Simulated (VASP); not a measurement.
# GaP (F-43m) in VASP: settings compared, part 2 of 2

VASP 6.6.1.

**3. Single point, PBE0**

POSCAR reads:

```
GaP
1.0
    0.0000000000      2.7252500000      2.7252500000
    2.7252500000      0.0000000000      2.7252500000
    2.7252500000      2.7252500000      0.0000000000
Ga P
1 1
Direct
    0.0000000000      0.0000000000      0.0000000000
    0.7500000000      0.7500000000      0.7500000000
```

INCAR.step1 reads:

```
ALGO = Normal
EDIFF = 1E-5
ENCUT = 520
GGA = PE
ISIF = 2
ISMEAR = -1
LASPH = True
LCHARG = False
LREAL = False
LWAVE = True
NBANDS = 16
NELM = 80
PREC = Accurate
SIGMA = 0.05
```

INCAR.step2 reads:

```
AEXX = 0.25
ALGO = Normal
EDIFF = 1E-6
ENCUT = 520
GGA = PE
ISIF = 2
ISMEAR = -1
ISTART = 1
LASPH = True
LCHARG = False
LHFCALC = True
LREAL = False
LWAVE = False
NBANDS = 16
NELM = 80
PREC = Accurate
PRECFOCK = Normal
SIGMA = 0.05
```

KPOINTS reads:

```
k-points
0
Gamma
  6 6 6
```

Potentials or basis: VASP PAW PBE potentials, release 64 (Ga_d, P).

Launch:

```bash
> cat potpaw_PBE.64/Ga_d/POTCAR potpaw_PBE.64/P/POTCAR > POTCAR
> cp INCAR.step1 INCAR
> mpirun -np 1 vasp_std > vasp.out
> cp INCAR.step2 INCAR
> mpirun -np 1 vasp_std > vasp.out
```

OUTCAR:

```text
AEXX = 0.25
   EDIFF = 1E-6
   ENCUT = 520
   GGA = PE
   ISIF = 2
   ISMEAR = -1
   ISTART = 1
   LASPH = True
   LHFCALC = True
   LREAL = False
   NELM = 80
   PREC = Accurate
   PRECFOCK = Normal

 ion  position               nearest neighbor table
   1  0.000  0.000  0.000-   2 2.36   2 2.36   2 2.36   2 2.36
   2  0.750  0.750  0.750-   1 2.36   1 2.36   1 2.36   1 2.36

  LATTYP: Found a face centered cubic cell.
 ALAT       =     5.4505000000

  Lattice vectors:

 A1 = (   0.0000000000,   2.7252500000,   2.7252500000)
 A2 = (   2.7252500000,   0.0000000000,   2.7252500000)
 A3 = (   2.7252500000,   2.7252500000,   0.0000000000)

Analysis of symmetry for initial positions (statically):
=====================================================================
 Subroutine PRICEL returns:
 Original cell was already a primitive cell.

 Routine SETGRP: Setting up the symmetry group for a
 face centered cubic supercell.

 Subroutine GETGRP returns: Found 24 space group operations
 (whereof 24 operations were pure point group operations)
 out of a pool of 48 trial point group operations.

The static configuration has the point symmetry T_d .

Analysis of symmetry for dynamics (positions and initial velocities):
=====================================================================
 Subroutine PRICEL returns:
 Original cell was already a primitive cell.

 Routine SETGRP: Setting up the symmetry group for a
 face centered cubic supercell.

 Subroutine GETGRP returns: Found 24 space group operations
 (whereof 24 operations were pure point group operations)
 out of a pool of 48 trial point group operations.

The dynamic configuration has the point symmetry T_d .

 Subroutine INISYM returns: Found 24 space group operations
 (whereof 24 operations are pure point group operations),
[... 110 lines left out ...]
  Thomas-Fermi vector in A             =   2.383574
   LORBIT       =      0    0 simple, 1 ext, 2 COOP (PROOUT), +10 PAW based schemes
   GGA     = PE    functional components
   LHFCALC =     T    Hartree Fock is set to
   PRECFOCK=normal    Normal, Fast or Accurate (Low or Medium for compatibility)
   ENCUT4O =  -1.0   cutoff for four orbital integrals eV
   NKREDX  =     1    reduce k-point grid by
   NKREDY  =     1    reduce k-point grid by
   NKREDZ  =     1    reduce k-point grid by
   AEXX    =    0.2500 exact exchange contribution
   HFSCREEN=    0.0000 screening length (either q_TF or 0.3 A-1)
   HFSCREENC=   0.0000 screening length for correlation (either q_TF or 0.3 A-1)
   ENCUTFOCK=  -1.0 apply spherical cutoff to Coloumb kernel
   IVDW    =     0    specifies the selected vdW correction
   LEPSILON=     F    determine dielectric tensor
   LRPA    =     F    only Hartree local field effects (RPA)
 non-spin polarized calculation
  energy-cutoff  :      520.00
  volume of cell :       40.48
 maximum number of plane-waves:      1113
 NGX is ok and might be reduce to    30
  NGX = 24; NGY = 24; NGZ = 24

 number of electron      17.9999988 magnetization

 Free energy of the ion-electron system (eV)
  ---------------------------------------------------
  ext. energy  EPLUGINS =         0.00000000
  ---------------------------------------------------
  free energy    TOTEN  =       -11.68407829 eV

  energy without entropy =      -11.68407829  energy(sigma->0) =      -11.68407829

 E-fermi :   4.9183     XC(G=0):  -7.7703

 val. band max:        3.8640206348   @ k =   0.0000   0.0000   0.0000
 cond. band min:       6.8417895764   @ k =   0.5000   0.5000   0.0000
 fundamental gap:      2.9777689416
 Fermi energy:         4.9183189041

 k-point     1 :       0.0000    0.0000    0.0000
  band No.  band energies     occupation
      1     -13.2508      2.00000
      2     -13.2508      2.00000
      3     -13.2508      2.00000
      4     -13.1494      2.00000
      5     -13.1494      2.00000
      6     -10.0053      2.00000
[... 281 lines left out ...]
      3     -13.1940      2.00000
      4     -13.1691      2.00000
      5     -13.1382      2.00000
      6      -6.7218      2.00000
[... 8 lines left out ...]
     15      17.9084      0.00000
     16      19.6704      0.00000

------------------------ aborting loop because EDIFF is reached ----------------------------------------

  FORCE on cell =-STRESS in cart. coord.  units (eV):
  Direction    XX          YY          ZZ          XY          YZ          ZX
  --------------------------------------------------------------------------------------
  -------------------------------------------------------------------------------------
  Total        0.0804305      0.0804305      0.0804305      0.0000000     -0.0000000     -0.0000000
  in kB        3.1833367      3.1833367      3.1833367      0.0000000     -0.0000000     -0.0000000
  external PRESSURE =       3.1833367 kB  Pullay stress =       0.0000000 kB

 VOLUME and BASIS-vectors are now :
 -----------------------------------------------------------------------------
  energy-cutoff  :      520.00
  volume of cell :       40.48
      direct lattice vectors                 reciprocal lattice vectors
     0.000000000  2.725250000  2.725250000    -0.183469406  0.183469406  0.183469406
     2.725250000  0.000000000  2.725250000     0.183469406 -0.183469406  0.183469406
     2.725250000  2.725250000  0.000000000     0.183469406  0.183469406 -0.183469406

 POSITION                                       TOTAL-FORCE (eV/Angst)
 -----------------------------------------------------------------------------------
      0.00000      0.00000      0.00000         0.000000      0.000000     -0.000000
      4.08788      4.08788      4.08788        -0.000000     -0.000000      0.000000
 -----------------------------------------------------------------------------------
    total drift:                                0.000037      0.000036      0.000026

  FREE ENERGIE OF THE ION-ELECTRON SYSTEM (eV)
  ---------------------------------------------------
  free  energy   TOTEN  =       -11.6840782859 eV

  energy  without entropy=      -11.6840782859  energy(sigma->0) =      -11.68407829
```

It took 72 min on 1 thread of AMD EPYC 7R43 (Zen 3), shared host; peak memory 0.15 GiB.

Results:

* Free energy: -11.6841 eV
* Pressure: 0.3 GPa
* Band gap on the k mesh: 2.98 eV (least direct gap 3.47 eV)

Levels at points of the mesh, in eV from the valence-band top:
```
           k point  band 7  band 8  band 9  band 10  band 11  band 12
(0.00, 0.00, 0.00)    0.00    0.00    0.00     3.47     5.48     5.48
(0.50, 0.00, 0.00)   -7.32   -1.23   -1.23     3.19     6.34     6.34
(0.50, 0.50, 0.00)   -7.41   -2.96   -2.96     2.98     3.25    12.81
```

Caveat: the PAW data sets were made with another functional, which shifts forces and pressure a little.

**4. Single point, PBE**

INCAR reads:

```
PREC = Accurate
ENCUT = 520
EDIFF = 1E-7
ISMEAR = -1
SIGMA = 0.02
LREAL = False
LASPH = True
NELM = 80
ALGO = Normal
ISIF = 2
LWAVE = False
LCHARG = True
GGA = PE
LELF = True
LVHAR = True
NBANDS = 16
```

KPOINTS reads:

```
Automatic mesh
0
Gamma
  6 6 6
```

POSCAR is that of step 3.

Launch:

```bash
> cat potpaw_PBE.64/Ga_d/POTCAR potpaw_PBE.64/P/POTCAR > POTCAR
> mpirun -np 1 vasp_std > vasp.out
```

It took 21 s on 1 thread of Intel Xeon 8259CL, shared host; peak memory 0.17 GiB.

It converged, with:

* Free energy: -9.1024 eV
* Pressure: 2.5 GPa
* Band gap on the k mesh: 1.65 eV (least direct gap 1.82 eV)

Levels at points of the mesh, in eV from the valence-band top:
| k point | band 7 | band 8 | band 9 | band 10 | band 11 | band 12 |
| --- | --- | --- | --- | --- | --- | --- |
| (0.00, 0.00, 0.00) | 0.00 | 0.00 | 0.00 | 1.83 | 3.88 | 3.88 |
| (0.50, 0.00, 0.00) | -6.63 | -1.12 | -1.12 | 1.67 | 4.72 | 4.72 |
| (0.50, 0.50, 0.00) | -6.76 | -2.68 | -2.68 | 1.65 | 1.82 | 10.59 |

A k mesh can miss the band edges. A hybrid or GW would open this gap; PBE tends to underestimate it.

**5. Overview**

```tsv
task	level	spin	cell	cutoff (eV)	smearing	grid for exact exchange (PRECFOCK)	share of exact exchange	gap on the mesh (eV)	pressure (GPa)
relaxation of cell and atoms	PBEsol	non-collinear, zero start, SOC	relaxed	600	fermi-dirac 0.05 eV	-	-	-	0.0
single point	PBE0	off	as given	520	fermi-dirac 0.05 eV	Normal	0.25	2.98	0.3
single point	PBE	off	as given	520	fermi-dirac 0.02 eV	-	-	1.65	2.5
```

Alike in all rows: potentials or basis VASP PAW PBE potentials, release 64 (Ga_d, P); k mesh 6 × 6 × 6.

Caveats: the PAW data sets were made with another functional, which shifts forces and pressure a little (at least some runs).

Absolute energies hang on the potentials; compare differences alone.

**6. Comparison with measurements**

Step 3. Measured gap of GaP: 2.34 eV (indirect; 10 K; quoted in “Stacking defects in GaP nanowires: Electronic structure and optical properties”, 2018, arxiv:1810.01194). This calculation gives 2.98 eV (+0.64 eV). Spin-orbit coupling on Ga is left out. The value is that of PBE0 on a finite k mesh, which can miss the band edges, without temperature or zero-point motion.
